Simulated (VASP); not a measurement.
Runs of VASP 6.6.1 on TeWS4. The structure is that of space group Cmmm (No. 65), or close to it. The cells are those of the table. 

```tsv
task	cell	k mesh	cutoff (eV)	gap on the mesh (eV)	pressure (GPa)	largest force (eV/Å)
relaxation of cell and atoms	relaxed from a = 6.101, b = 6.101, c = 3.827 Å, angles 90.0, 90.0, 92.0°, 6 atoms	4 × 4 × 4	600	none	0.1	-
single point	a = 5.974, b = 5.974, c = 3.852 Å, angles 90.0, 90.0, 89.5°, 6 atoms	6 × 6 × 10	520	none	-0.1	0.01
single point	a = 6.101, b = 6.101, c = 3.827 Å, angles 90.0, 90.0, 92.0°, 6 atoms	4 × 4 × 4	520	none	(a)	2.69
single point	a = 5.906, b = 5.906, c = 3.902 Å, angles 90.0, 90.0, 89.6°, 6 atoms	4 × 4 × 4	520	none	-0.1	0.02
```

Alike in all rows: level PBE; potentials or basis VASP PAW PBE potentials, release 64 (Te, W_sv, S); no spin polarisation; smearing gaussian 0.1 eV.

Fill in the values left out.

(a) -5.7.

Caveats: some runs use coarse meshes; spin-orbit coupling is left out, which moves the levels of the heavy elements; forces of over 1 eV/Å act on the atoms, so gaps and moduli don't describe the material at rest (some runs).

A k mesh can miss the band edges, and the runs leave out spin-orbit coupling on Te, W.

A gap of «none» marks levels without a gap at the run's occupations.
